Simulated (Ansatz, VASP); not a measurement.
# One calculation of AlGa3N4, two programs

The input INCAR:

```
SYSTEM = AlGa3N4
PREC     = Accurate       ! precision mode
ENCUT    = 520            ! plane-wave cutoff, eV
EDIFF    = 1E-7           ! SCF threshold, eV
ISMEAR   = 0              ! smearing method
SIGMA    = 0.05           ! smearing width, eV
LREAL    = .FALSE.        ! projectors in reciprocal space
LASPH    = .TRUE.         ! aspherical terms in the spheres
NELM     = 80             ! most SCF steps
ALGO     = Normal         ! electronic algorithm
ISIF     = 2              ! what is computed and relaxed
LWAVE    = .FALSE.        ! write WAVECAR
LCHARG   = .FALSE.        ! write CHGCAR
GGA      = PS             ! functional
NBANDS   = 41             ! bands
```

KPOINTS

```
Automatic mesh
0
G
  6 8 6
  0 0 0
```

Contents of POSCAR:

```
AlGa3N4
1.0
    5.1423512025      0.0000000000      0.0001351731
    0.0000000000      3.1649848011      0.0000000000
   -0.0035856884      0.0000000000      6.0948247285
Al Ga N
1 3 4
Direct
    0.0006034235      0.5000000000      0.6673576246
    0.4991167026      0.5000000000      0.3349195796
    0.4990273840      0.0000000000      0.8315570006
    0.9998617813      0.0000000000      0.1661805284
    0.1196687536      0.5000000000      0.3400974151
    0.1176459797      0.0000000000      0.8263760593
    0.6204436392      0.0000000000      0.1662162869
    0.6312323461      0.5000000000      0.6672965055
```

Input for Ansatz:

```yaml
crystal:
  lattice:
    - [5.1423512025, 0.0, 0.0001351731]
    - [0.0, 3.1649848011, 0.0]
    - [-0.0035856884, 0.0, 6.0948247285]
  atoms:
    - { symbol: Al, position: [0.0006034235, 0.5, 0.6673576246] }
    - { symbol: Ga, position: [0.4991167026, 0.5, 0.3349195796] }
    - { symbol: Ga, position: [0.499027384, 0.0, 0.8315570006] }
    - { symbol: Ga, position: [0.9998617813, 0.0, 0.1661805284] }
    - { symbol: "N", position: [0.1196687536, 0.5, 0.3400974151] }
    - { symbol: "N", position: [0.1176459797, 0.0, 0.8263760593] }
    - { symbol: "N", position: [0.6204436392, 0.0, 0.1662162869] }
    - { symbol: "N", position: [0.6312323461, 0.5, 0.6672965055] }
basis:
  ecutwfc: 420
kpoints:
  mp_grid: { grid: [6, 8, 6] }
hamiltonian:
  xc: pbesol
scf:
  occupations: { method: gaussian, width: 0.05 }
output:
  forces: true
  stress: true
  eigenvalues: true
```

Change from the starting cell: strain +0.1125 x Voigt [0, 0, 1, 0, 0, 0], atoms carried along.

Alike in both runs: task single point; functional PBEsol; k mesh 6 × 8 × 6; occupations gaussian, width 0.05 eV; no spin polarisation.

|  | VASP | Ansatz |
| --- | --- | --- |
| version | VASP 6.6.1 | Ansatz 0.2.0 |
| potentials or method | VASP PAW PBE potentials, release 64 (Al, Ga_d, N), cutoff 520 eV | scalar-relativistic, plane waves, PAW |
| valence electrons in the cell | 62 | 62 |

```csv
,VASP,Ansatz,Ansatz less VASP
gap on the k mesh at the Fermi level (eV),1.34,1.33,-0.009
least direct gap on the mesh (eV),1.34,1.33,-0.009
pressure (GPa),-14.8,-14.7,+0.08
"traceless stress, the component that is largest in VASP (GPa)",-16.50,-16.45,+0.054
rms of the force components (eV/Å),0.211,0.214,+0.0029
```

VASP's potentials were made for PBE, not for PBEsol. Atom by atom the forces differ by 0.006 eV/Å (rms over components).
